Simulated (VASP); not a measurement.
Crystal: I.

```
I
1.0
     0.00000    3.48977    3.48977
     3.48977    0.00000    3.48977
     3.48977    3.48977    0.00000
I
2
Cartesian
  -0.8724 -0.8724 -0.8724
  0.8724 0.8724 0.8724
```

| Quantity | Value |
| --- | --- |
| Program | VASP 6.6.1 |
| Task | relaxation of cell and atoms |
| Functional | PBE |
| Potentials or basis | VASP PAW PBE potentials, release 64 (I) |
| Cutoff | 600 eV |
| k mesh | 10 × 10 × 10 |
| Occupations | fermi-dirac, width 0.1 eV |
| Spin | no spin polarisation |

At the start: pressure 9.2 GPa; volume 42.50 Å³/atom.

Where does the relaxation end?

Over 4 steps the energy falls by 376.6 meV/atom and the volume is 61.15 Å³/atom (+43.9 %); space group Fd-3m (No. 227, to 0.1 Å) before and after.

Step by step:
```
step  energy change (eV)  largest force (eV/Å)  pressure (GPa)  volume (Å³)
   1              0.0000                0.0000            9.19        85.00
   2             -0.7497                0.0000            0.33       118.64
   3             -0.7521                0.0000           -0.17       124.25
   4             -0.7532                0.0000           -0.01       122.29
```

Final structure:
```cif
data_structure
_symmetry_space_group_name_H-M 'P 1'
_symmetry_Int_Tables_number 1
_cell_length_a 5.5715
_cell_length_b 5.5715
_cell_length_c 5.5715
_cell_angle_alpha 60.000
_cell_angle_beta 60.000
_cell_angle_gamma 60.000
_cell_volume 122.29
loop_
_atom_site_label
_atom_site_type_symbol
_atom_site_fract_x
_atom_site_fract_y
_atom_site_fract_z
_atom_site_occupancy
I1 I 0.87500 0.87500 0.87500 1
I2 I 0.12500 0.12500 0.12500 1
```

Caveat: the volume moved by over 15 % at a fixed basis, so the end points are rough.
